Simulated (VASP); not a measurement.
Write the native input for VASP 6.6.1 that does the following.

| Item | Value |
| --- | --- |
| Task | single point |
| Functional | PBE |
| Potentials or basis | VASP PAW PBE potentials, release 64 (Si, C) |
| Cutoff | 520 eV |
| k mesh | 18 × 18 × 18 |
| Occupations | fermi-dirac, width 0.05 eV |
| Spin | no spin polarisation |
| Dipole correction | no |
| Further INCAR settings | ALGO = Normal; EDIFF = 1e-07; NBANDS = 11 |

The structure of SiC (zincblende type) lies in POSCAR:

```
SiC
1.0
    0.0000000000      1.8258115996      1.8258115996
    1.8258115996      0.0000000000      1.8258115996
    1.8258115996      1.8258115996      0.0000000000
Si C
1 1
Direct
    0.0000000000      0.0000000000      0.0000000000
    0.2500000000      0.2500000000      0.2500000000
```

One way to write it, as run:

INCAR

```
  PREC = Accurate
  ENCUT = 520
  EDIFF = 1E-7
  ISMEAR = -1
  SIGMA = 0.05
  LREAL = False
  LASPH = True
  NELM = 100
  ALGO = Normal
  ISIF = 2
  LWAVE = False
  LCHARG = False
  GGA = PE
  NBANDS = 11
```

KPOINTS

```
Automatic mesh
0
Gamma
  18 18 18
```

Potentials or basis: VASP PAW PBE potentials, release 64 (Si, C).

Launch:

```sh
$ cat potpaw_PBE.64/Si/POTCAR potpaw_PBE.64/C/POTCAR > POTCAR
$ mpirun -np 1 vasp_std > vasp.out
```

It gave:

* Pressure: 319.7 GPa
* Band gap on the k mesh: 0.67 eV, indirect (least direct gap 4.80 eV)

Run time: 19 s on 1 thread of Intel(R) Xeon(R) Platinum 8259CL CPU @ 2.50GHz (Skylake/Cascade Lake), on a shared host, peak memory 0.14 GiB.
